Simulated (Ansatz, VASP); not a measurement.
**NbP: VASP beside Ansatz**

Contents of INCAR:

```
PREC = Accurate
ENCUT = 520
EDIFF = 1E-7
ISMEAR = -1
SIGMA = 0.05
LREAL = F
LASPH = T
NELM = 150
ALGO = Normal
ISIF = 2
LWAVE = F
LCHARG = F
LMAXMIX = 4
LDAU = T
LDAUTYPE = 2
LDAUL = 2 -1
LDAUU = 6 0
LDAUJ = 0 0
LDAUPRINT = 1
NBANDS = 26
```

Contents of KPOINTS:

```
Automatic mesh
0
Gamma
  11 11 11
```

Contents of POSCAR:

```
NbP
1.0
   -1.6749232544      1.6749232544      5.7401081759
    1.6749232544     -1.6749232544      5.7401081759
    1.6749232544      1.6749232544     -5.7401081759
Nb P
2 2
Direct
    0.2498808000      0.7498808000      0.5000000000
    0.4998808000      0.4998808000      0.0000000000
    0.8327477700      0.3327477700      0.5000000000
    0.0827477700      0.0827477700      0.0000000000
```

File input.yaml:

```yaml
crystal:
  lattice:
    - [-1.6749232544, 1.6749232544, 5.7401081759]
    - [1.6749232544, -1.6749232544, 5.7401081759]
    - [1.6749232544, 1.6749232544, -5.7401081759]
  atoms:
    - { symbol: Nb, position: [0.2498808, 0.7498808, 0.5] }
    - { symbol: Nb, position: [0.4998808, 0.4998808, 0.0] }
    - { symbol: P, position: [0.83274777, 0.33274777, 0.5] }
    - { symbol: P, position: [0.08274777, 0.08274777, 0.0] }
hamiltonian:
  xc: lda
  pseudopotentials: { kind: paw }
  hubbard: { sites: [{ species: Nb, l: d, u_eff: 6.0 }] }
kpoints:
  mp_grid: { grid: [11, 11, 11] }
  band_path:
    path:
      - [[0.0, 0.0, 0.0], [-0.5, 0.5, 0.0], [-0.5, 0.5, -0.0425715708], [-0.2712857854, 0.2712857854, -0.2712857854], [0.0, 0.0, 0.0], [0.5, 0.5, -0.5], [0.2712857854, 0.7287142146, -0.7287142146], [0.0, 0.5, -0.5], [-0.25, 0.75, -0.25], [0.0425715708, 0.9574284292, -0.5], [0.5, 0.5, -0.5]]
      - [[-0.5, 0.5, 0.0], [-0.25, 0.75, -0.25]]
    npoints: 14
scf:
  occupations: { method: fermi_dirac, width: 0.05 }
  n_extra_bands: 10
output:
  forces: true
  stress: true
  eigenvalues: true
  fatbands: false
```

Alike in both runs: functional LDA; k mesh 11 × 11 × 11; occupations fermi-dirac, width 0.05 eV; no spin polarisation; Hubbard terms Nb d U = 6.0 eV.

|  | VASP | Ansatz |
| --- | --- | --- |
| version | VASP 6.6.1 | Ansatz 0.2.0 |
| potentials or method | VASP PAW LDA potentials, release 64 (Nb_sv, P) | Ansatz PAW |
| plane-wave cutoff (eV) | 520 | 420 |
| valence electrons in the cell | 36 | 36 |
| task | single point | band structure |

VASP gave:

| Property | Result |
| --- | --- |
| pressure (GPa) | -0.7 |
| traceless stress, the component that is largest in VASP (GPa) | -0.29 |
| rms of the force components (eV/Å) | 0.002 |

Q: What did Ansatz give for the same quantities?

A: Pressure (GPa): -6.0; traceless stress, the component that is largest in VASP (GPa): 1.46; rms of the force components (eV/Å): 0.046.

LDA's correlation is that of Perdew and Zunger in VASP and of Perdew and Wang (1992) in Ansatz. The programs project onto different local orbitals, so the same U acts differently, and such runs can settle in different states. Atom by atom the forces differ by 0.044 eV/Å (rms over components).
